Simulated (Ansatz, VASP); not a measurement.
Two plane-wave programs on Cu

INCAR

```
SYSTEM = Cu
PREC = Accurate
ENCUT = 520
EDIFF = 1E-7
ISMEAR = -1
SIGMA = 0.1
LREAL = .False.
LASPH = .True.
NELM = 60
ALGO = Normal
ISIF = 2
LWAVE = .False.
LCHARG = .False.
GGA = PS
NBANDS = 12
```

KPOINTS

```
regular mesh
0
Gamma
  15 15 15
  0 0 0
```

The input POSCAR:

```
Cu
1.0
    2.4209338957      0.0000000000      0.0000000000
    0.0000000000      2.4209338957      0.0000000000
    0.0000000000      0.0000000000      2.4209338957
Cu
1
Direct
    0.0000000000      0.0000000000      0.0000000000
```

Input for Ansatz:

```yaml
crystal:
  lattice:
    - [2.4209338957, 0.0, 0.0]
    - [0.0, 2.4209338957, 0.0]
    - [0.0, 0.0, 2.4209338957]
  atoms:
    - { symbol: Cu, position: [0.0, 0.0, 0.0] }
hamiltonian:
  xc: pbesol
  pseudopotentials:
    kind: paw
    azcp:
      Cu: "pseudopotentials/Cu.paw.azcp"
basis:
  ecutwfc: 420
  fft_grid_basis: typed
kpoints:
  mp_grid: { grid: [15, 15, 15], shift: [0, 0, 0] }
magnetization:
  spin_polarized: false
scf:
  occupations: { method: fermi_dirac, width: 0.1 }
  lower_state_search: "off"
output:
  stress: true
```

Alike in both runs: task single point; functional PBEsol; k mesh 15 × 15 × 15; occupations fermi-dirac, width 0.1 eV; no spin polarisation.

|  | VASP | Ansatz |
| --- | --- | --- |
| version | VASP 6.6.1 | Ansatz 0.2.0 |
| potentials or method | VASP PAW PBE potentials, release 64 (Cu), cutoff 520 eV | plane waves (420 eV) with PAW, scalar-relativistic |
| valence electrons in the cell | 11 | 19 |

Ansatz gave:

| Item | Value |
| --- | --- |
| pressure (GPa) | -7.9 |

Task: What did VASP give for the same quantities?

Result: Pressure (GPa): -7.4.

VASP's potentials were made for PBE, not for PBEsol, and Ansatz warns of the same on its side. VASP's potentials hold 11 valence electrons a cell and Ansatz's 19, so a difference there can come from the potentials and not from the codes.
